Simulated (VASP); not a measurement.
Input of a VASP 6.6.1 run:

INCAR

```
  PREC = Accurate
  ENCUT = 550
  EDIFF = 1E-7
  ISMEAR = 0
  SIGMA = 0.1
  LREAL = False
  LASPH = True
  NELM = 120
  ALGO = Normal
  ISIF = 3
  LWAVE = False
  LCHARG = False
  GGA = PE
  IVDW = 12
  IBRION = 2
  NSW = 100
  EDIFFG = -0.005
  GGA_COMPAT = False
  NELMIN = 4
```

File KPOINTS:

```
Automatic mesh
0
Gamma
  16 16 16
```

POSCAR

```
Hg
1.0
    0.0000000000      2.3919113801      2.3919113801
    2.3919113801      0.0000000000      2.3919113801
    2.3919113801      2.3919113801      0.0000000000
Hg
1
Direct
    0.0000000000      0.0000000000      0.0000000000
```

Potentials or basis: VASP PAW PBE potentials, release 64 (Hg_sv_GW).

Command:

```bash
$ cat potpaw_PBE.64/Hg_sv_GW/POTCAR > POTCAR
$ mpirun -np 1 vasp_std > vasp.out
```

Q: Predict the dispersion energy per atom.

A: -0.420 eV.

Q: What does it give for the relaxed volume?

A: 24.91 Å³/atom.

Q: Estimate the band gap on the k mesh.

A: Zero (bands 10 and 11 overlap by 1.57 eV).

Q: Estimate the relaxed cell.

A: a = 3.278 Å, b = 3.278 Å, c = 3.278 Å, α = 60.00°, β = 60.00°, γ = 60.00°.

Step by step:
```csv
step,energy change (eV),largest force (eV/Å),pressure (GPa),volume (Å³)
1,0.0000,0.0000,-1.46,27.37
2,-0.0075,0.0000,-0.96,26.39
3,-0.0115,0.0000,-0.29,25.37
4,-0.0120,0.0000,-0.03,24.96
5,-0.0120,0.0000,0.00,24.91
```

Caveat: spin-orbit coupling is left out, which moves the levels of the heavy elements.
